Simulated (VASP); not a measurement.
Crystal: CuO.

```
Cu O
1.0
     1.99097   -2.15355    0.00000
     1.99097    2.15355    0.00000
     0.00000    0.00000    5.15593
Cu O
2 2
Cartesian
  0.9955 -1.0768 0.0000
  0.9955 1.0768 2.5780
  1.9910 0.0000 1.2890
  1.9910 0.0000 3.8669
```

* Program: VASP 6.6.1
* Task: relaxation of cell and atoms
* Functional: LDA
* Potentials or basis: VASP PAW LDA potentials, release 64 (Cu, O)
* Cutoff: 600 eV
* k mesh: 9 × 9 × 5
* Occupations: fermi-dirac, width 0.05 eV
* Spin: no spin polarisation
* Hubbard terms: Cu d U = 4.5 eV

At the start: pressure -14.1 GPa; volume 11.05 Å³/atom.

Task: How do energy, volume and symmetry change on relaxing?

Result: Over 50 steps the energy falls by 48.3 meV/atom and the volume is 10.06 Å³/atom (-9.0 %); space group Cccm (No. 66, to 0.1 Å) before, P4_2/mmc (No. 131, to 0.1 Å).

Step by step:
| step | energy change (eV) | largest force (eV/Å) | pressure (GPa) | volume (Å³) |
| --- | --- | --- | --- | --- |
| 1 | 0.0000 | 0.0000 | -14.11 | 44.21 |
| 3 | -0.1857 | 0.0000 | 0.05 | 40.45 |
| 5 | -0.1894 | 0.0000 | -0.38 | 40.41 |
| 7 | -0.1916 | 0.0000 | -0.51 | 40.23 |
| 9 | -0.1916 | 0.0000 | -0.53 | 40.21 |
| 11 | -0.1917 | 0.0000 | 0.11 | 40.14 |
| 13 | -0.1917 | 0.0000 | -0.07 | 40.14 |
| 15 | -0.1919 | 0.0000 | 0.13 | 40.13 |
| 17 | -0.1919 | 0.0000 | 0.66 | 40.12 |
| 19 | -0.1920 | 0.0000 | 0.15 | 40.14 |
| 21 | -0.1922 | 0.0000 | -0.13 | 40.23 |
| 23 | -0.1922 | 0.0000 | 0.22 | 40.23 |
| 25 | -0.1923 | 0.0000 | 0.20 | 40.24 |
| 27 | -0.1923 | 0.0000 | -0.04 | 40.27 |
| 29 | -0.1923 | 0.0000 | -0.41 | 40.28 |
| 31 | -0.1923 | 0.0000 | 0.04 | 40.27 |
| 33 | -0.1924 | 0.0000 | -0.17 | 40.28 |
| 35 | -0.1925 | 0.0000 | -0.39 | 40.32 |
| 37 | -0.1925 | 0.0000 | -0.58 | 40.34 |
| 39 | -0.1926 | 0.0000 | -0.63 | 40.34 |
| 41 | -0.1927 | 0.0000 | -0.29 | 40.32 |
| 43 | -0.1930 | 0.0000 | -0.18 | 40.23 |
| 45 | -0.1930 | 0.0000 | 0.16 | 40.16 |
| 47 | -0.1930 | 0.0000 | 0.08 | 40.21 |
| 49 | -0.1931 | 0.0000 | -0.07 | 40.22 |
| 50 | -0.1932 | 0.0000 | 0.01 | 40.23 |

Final structure:
```
Cu O
1.0
     1.98460   -2.01365    0.00000
     1.98460    2.01365    0.00000
     0.00000    0.00000    5.03355
Cu O
2 2
Direct
  0.50000 0.00000 0.00000
  0.00000 0.50000 0.50000
  0.50000 0.50000 0.25000
  0.50000 0.50000 0.75000
```

Caveat: U without spin polarisation on a metal has little footing.
